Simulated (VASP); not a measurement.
Write the native input for VASP 6.6.1 that does the following.

```
Task                   : single point
Functional             : PBEsol
Potentials or basis    : VASP PAW PBE potentials, release 64 (Te, Sn_d)
Cutoff                 : 520 eV
k mesh                 : 6 × 6 × 6
Occupations            : fermi-dirac, width 0.05 eV
Spin                   : no spin polarisation
Dipole correction      : no
Further INCAR settings : ALGO = Normal; EDIFF = 1e-06; NBANDS = 17
```

The structure of SnTe lies in POSCAR:

```
SnTe
1.0
    0.0000000000      3.1508500000      3.1508500000
    3.1508500000      0.0000000000      3.1508500000
    3.1508500000      3.1508500000      0.0000000000
Te Sn
1 1
Direct
    0.5000000000      0.5000000000      0.5000000000
    0.0000000000      0.0000000000      0.0000000000
```

These files were run (other wordings do the same):

INCAR

```
SYSTEM = SnTe
PREC = Accurate
ENCUT = 520
EDIFF = 1E-6
ISMEAR = -1
SIGMA = 0.05
LREAL = .False.
LASPH = .True.
NELM = 100
ALGO = Normal
ISIF = 2
LWAVE = .False.
LCHARG = .False.
GGA = PS
NBANDS = 17
```

KPOINTS

```
regular mesh
0
Gamma
  6 6 6
  0 0 0
```

Potentials or basis: VASP PAW PBE potentials, release 64 (Te, Sn_d).

Command:

```bash
$ cat potpaw_PBE.64/Te/POTCAR potpaw_PBE.64/Sn_d/POTCAR > POTCAR
$ mpirun -np 1 vasp_std > vasp.out
```

It gave:

The pressure is -0.3 GPa and the band gap on the k mesh is 0.14 eV, direct.

Caveat: the PAW data sets were made with another functional, which shifts forces and pressure a little; spin-orbit coupling is left out, which moves the levels of the heavy elements.

Run time: 28 s on 1 thread of AMD EPYC 7R43 64-Core Processor (Zen 3) (shared host), peak memory 0.17 GiB.
